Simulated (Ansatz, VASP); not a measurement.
# AlN: VASP beside Ansatz

Contents of POSCAR:

```
AlN
1.0
    0.0000000000      2.2504227048      2.1105448577
    2.2504227048      0.0000000000      2.1105448577
    2.2504227048      2.2504227048      0.0000000000
Al N
1 1
Direct
    0.0000000000      0.0000000000      0.0000000000
    0.2500000000      0.2500000000      0.2500000000
```

Contents of INCAR.step1:

```
ALGO = Normal
EDIFF = 1E-4
ENCUT = 520
GGA = PE
ISMEAR = 0
LASPH = True
LCHARG = False
LREAL = False
LWAVE = True
NBANDS = 11
NELM = 60
PREC = Accurate
SIGMA = 0.01
```

INCAR.step2

```
ALGO = Normal
EDIFF = 1E-6
ENCUT = 520
ISIF = 2
ISMEAR = 0
ISTART = 1
LASPH = True
LCHARG = False
LMIXTAU = True
LREAL = False
LWAVE = False
METAGGA = R2SCAN
NBANDS = 11
NELM = 60
PREC = Accurate
SIGMA = 0.01
```

The input KPOINTS:

```
k-points
0
Gamma
  10 10 10
```

Input for Ansatz:

```yaml
crystal:
  lattice:
    - [0.0, 2.2504227048, 2.1105448577]
    - [2.2504227048, 0.0, 2.1105448577]
    - [2.2504227048, 2.2504227048, 0.0]
  atoms:
    - { symbol: Al, position: [0.0, 0.0, 0.0] }
    - { symbol: "N", position: [0.25, 0.25, 0.25] }
kpoints:
  mp_grid: { grid: [10, 10, 10] }
  band_path:
    path:
      - [0.0, 0.0, 0.0]
      - [-0.5, -0.5, 0.0]
      - [-0.375, -0.375, 0.25]
      - [-0.375, 0.0, 0.375]
      - [0.0, 0.0, 0.5]
      - [-0.5, -0.25, 0.25]
    npoints: 1
hamiltonian:
  xc: r2scan
scf:
  occupations: { method: fixed }
  n_extra_bands: 4
output:
  forces: true
  stress: true
  eigenvalues: true
```

Change from the starting cell: epitaxial_xy strain +3.0%.

Alike in both runs: task single point; functional r2SCAN; k mesh 10 × 10 × 10; no spin polarisation.

```csv
,VASP,Ansatz
version,VASP 6.6.1,Ansatz 0.2.0
potentials or method,"VASP PAW PBE potentials, release 64 (Al, N)","plane waves, PAW"
plane-wave cutoff (eV),520,500
occupations,"gaussian, width 0.01 eV",fixed
valence electrons in the cell,8,8
```

VASP gave:

```
gap on the k mesh at the Fermi level (eV)                     : 3.59
pressure (GPa)                                                : -5.6
traceless stress, the component that is largest in VASP (GPa) : 5.27
```

Question: Which values does Ansatz return?

Answer: gap on the k mesh at the Fermi level (eV): 3.60; pressure (GPa): -5.2; traceless stress, the component that is largest in VASP (GPa): 5.25.

VASP's potentials were made for PBE, not for r2SCAN.
